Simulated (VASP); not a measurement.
Wanted: the native input for a VASP 6.6.1 run.

* Task: single point
* Functional: PBEsol
* Potentials or basis: VASP PAW PBE potentials, release 64 (Sb)
* Cutoff: 500 eV
* k mesh: 3 × 3 × 3
* Occupations: fermi-dirac, width 0.1 eV
* Spin: no spin polarisation
* Dipole correction: no
* Further INCAR settings: ALGO = Normal; EDIFF = 1e-06; NBANDS = 8

The structure of Sb lies in POSCAR:

```
Sb
1.0
    5.3824440000      0.0000000000      0.0000000000
    0.0000000000      5.3824440000      0.0000000000
    0.0000000000      0.0000000000      5.3824440000
Sb
1
Direct
    0.0000000000      0.0000000000      0.0000000000
```

The input as run:

INCAR

```
SYSTEM = Sb
ALGO = Normal ; EDIFF = 1E-6
ENCUT = 500 ; GGA = PS
GGA_COMPAT = .False. ; ISIF = 2
ISMEAR = -1 ; LASPH = .True.
LCHARG = .False. ; LREAL = .False.
LWAVE = .False. ; NBANDS = 8
NELM = 120 ; PREC = Accurate
SIGMA = 0.1
```

KPOINTS

```
k-points
0
Gamma
  3 3 3
  0 0 0
```

Potentials or basis: VASP PAW PBE potentials, release 64 (Sb).

The run is started by

```console
$ cat potpaw_PBE.64/Sb/POTCAR > POTCAR
$ mpirun -np 1 vasp_std > vasp.out
```

It gave:

| Property | Result |
| --- | --- |
| Pressure | -1.1 GPa |

Caveat: the k points lie up to 0.39 Å⁻¹ apart; the PAW data sets were made with another functional, which shifts forces and pressure a little.

It took 6.1 s on 1 thread of Intel(R) Xeon(R) Platinum 8488C (Sapphire Rapids), on a shared host, peak memory 0.22 GiB.
